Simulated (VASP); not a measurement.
A run of VASP 6.6.1 is set up as follows.

Contents of INCAR:

```
SYSTEM = MoPt3
PREC = Accurate
ENCUT = 500
EDIFF = 1E-6
ISMEAR = 1
SIGMA = 0.1
LREAL = .FALSE.
LASPH = .TRUE.
NELM = 120
ALGO = Normal
ISIF = 2
LWAVE = .FALSE.
LCHARG = .FALSE.
GGA = CA
NBANDS = 30
GGA_COMPAT = .FALSE.
```

KPOINTS

```
Automatic mesh
0
G
  7 7 7
  0 0 0
```

Contents of POSCAR:

```
MoPt3
1.0
    3.9795210000      0.0000000000      0.0000000000
    0.0000000000      3.9795210000      0.0000000000
    0.0000000000      0.0000000000      3.9795210000
Mo Pt
1 3
Direct
    0.0000000000      0.0000000000      0.0000000000
    0.5000000000      0.5000000000      0.0000000000
    0.5000000000      0.0000000000      0.5000000000
    0.0000000000      0.5000000000      0.5000000000
```

Potentials or basis: VASP PAW LDA potentials, release 64 (Mo_sv, Pt).

Launch:

```bash
$ cat potpaw_LDA.64/Mo_sv/POTCAR potpaw_LDA.64/Pt/POTCAR > POTCAR
$ mpirun -np 1 vasp_std > vasp.out
```

Question: Predict the pressure.

Answer: -16.8 GPa.

Question: Predict the band gap on the k mesh.

Answer: Zero (band 22 reaches 12.53 eV, above the bottom of band 23 at 11.09 eV).

Caveat: spin-orbit coupling is left out, which moves the levels of the heavy elements.
